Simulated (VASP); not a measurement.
## Ti: density of states with PBEsol

The system is Ti.

```
Ti
1.0
     2.52466    0.00000    0.00000
     0.00000    2.52466    0.00000
     0.00000    0.00000    2.52466
Ti
1
Direct
  0.00000 0.00000 0.00000
```

This cell differs from its parent crystal: volume scaled by 0.92.

```json
{
 "Program": "VASP 6.6.1",
 "Task": "density of states",
 "Functional": "PBEsol",
 "Potentials or basis": "VASP PAW PBE potentials, release 64 (Ti_sv)",
 "Cutoff": "520 eV",
 "k mesh": "14 × 14 × 14",
 "Occupations": "fermi-dirac, width 0.08 eV",
 "Spin": "no spin polarisation",
 "Dipole correction": "no",
 "k mesh for the DOS": "21 × 21 × 21",
 "Occupations for the DOS": "tetrahedron",
 "Further INCAR settings": "ALGO = Normal; EDIFF = 1e-06"
}
```

```json
{"Valence electrons inside the program's atomic spheres": "Ti 10.54"}
```

Levels at points of the mesh, in eV from the Fermi level:
| k point | band 4 | band 5 | band 6 | band 7 | band 8 | band 9 |
| --- | --- | --- | --- | --- | --- | --- |
| (0.00, 0.00, 0.00) | -31.88 | -6.00 | -1.60 | -1.60 | 4.51 | 4.51 |

It took 89 s on 1 thread of AMD EPYC 7R13 (shared host), peak memory 0.13 GiB.
